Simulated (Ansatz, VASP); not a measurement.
# Two plane-wave programs on Bi

```
CELL_PARAMETERS angstrom
2.23173 1.28849 3.83102
-2.23173 1.28849 3.83102
0.00000 -2.57699 3.83102
ATOMIC_POSITIONS crystal
Bi 0.23665 0.23665 0.23665
Bi 0.76335 0.76335 0.76335
```

Alike in both runs: task single point; functional PBEsol; k mesh 14 × 14 × 14; occupations fermi-dirac, width 0.1 eV; no spin polarisation.

```csv
,VASP,Ansatz
version,VASP 6.6.1,Ansatz 0.2.0
potentials or method,"VASP PAW PBE potentials, release 64 (Bi_d), cutoff 520 eV","plane waves (420 eV) with PAW, scalar-relativistic"
valence electrons in the cell,30,30
```

```csv
,VASP,Ansatz,Ansatz less VASP
pressure (GPa),2.2,2.3,+0.06
"traceless stress, the component that is largest in VASP (GPa)",-0.16,-0.16,-0.001
```

VASP's potentials were made for PBE, not for PBEsol, and Ansatz warns of the same on its side.

Neither program's run includes spin-orbit coupling.
